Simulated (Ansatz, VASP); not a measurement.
## Two plane-wave programs on Si3Sn2

```
Si Sn
1.0
     3.54050    0.00000    0.00000
    -1.77025    3.06617    0.00000
     0.00000    0.00000   19.82237
Si Sn
6 4
Direct
  0.66667 0.33333 0.75000
  0.66667 0.33333 0.18013
  0.66667 0.33333 0.31987
  0.33333 0.66667 0.68013
  0.33333 0.66667 0.81987
  0.33333 0.66667 0.25000
  0.66667 0.33333 0.93223
  0.66667 0.33333 0.56777
  0.33333 0.66667 0.06777
  0.33333 0.66667 0.43223
```

Alike in both runs: task relaxation of cell and atoms; functional PBE; k mesh 12 × 12 × 2; occupations gaussian, width 0.1 eV; no spin polarisation.

```csv
,VASP,Ansatz
version,VASP 6.6.1,Ansatz 0.2.0
potentials or method,"VASP PAW PBE potentials, release 64 (Si, Sn_d), cutoff 600 eV","scalar-relativistic, plane waves, PAW"
valence electrons in the cell,80,80
```

|  | VASP | Ansatz | Ansatz less VASP |
| --- | --- | --- | --- |
| gap on the k mesh at the Fermi level, each at its own relaxed structure (eV) | none | none | - |
| relaxed volume (Å³/atom) | 21.75 | 21.77 | +0.023 |
| relaxed length of the cell vector where the two differ most in proportion (Å) | 20.192 | 20.235 | +0.0424 |

A gap of «none» marks a metal or a gap that the smearing closes.
